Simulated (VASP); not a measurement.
TaN, 4 atoms in the cell. The structure is monoclinic, space group C2/m (No. 12). Conventional cell: a = 4.375 Å, b = 4.375 Å, c = 4.375 Å, α = 90.00°, β = 90.00°, γ = 90.00°. Within 3.6 Å of Ta (site symmetry m) lie 10 N at 2.16 to 3.60 Å and 12 Ta at 2.72 to 3.48 Å. N (site symmetry m) has 6 Ta at 2.16 to 2.30 Å and 8 N at 2.59 to 3.09 Å within 3.1 Å.  This cell differs from its parent crystal: atoms displaced along several vibrational modes.

| Quantity | Value |
| --- | --- |
| Program | VASP 6.6.1 |
| Task | single point |
| Functional | PBEsol |
| Potentials or basis | VASP PAW PBE potentials, release 64 (Ta_pv, N) |
| Cutoff | 520 eV |
| k mesh | 14 × 14 × 10 |
| Occupations | gaussian, width 0.15 eV |
| Spin | no spin polarisation |
| Dipole correction | no |
| Further INCAR settings | ALGO = Normal; EDIFF = 1e-06; NBANDS = 24 |

Potentials or basis: VASP PAW PBE potentials, release 64 (Ta_pv, N).

Command:

```sh
$ cat potpaw_PBE.64/Ta_pv/POTCAR potpaw_PBE.64/N/POTCAR > POTCAR
$ mpirun -np 1 vasp_std > vasp.out
```

Hardware: 1 thread of Intel Xeon 8259CL, with other jobs on the host.

**Question.** How long does it take, and how much memory?

**Answer.** It took 9.6 min on 1 thread of Intel Xeon 8259CL, with other jobs on the host, peak memory 0.53 GiB. Counts: scf iterations 13, k points 534.
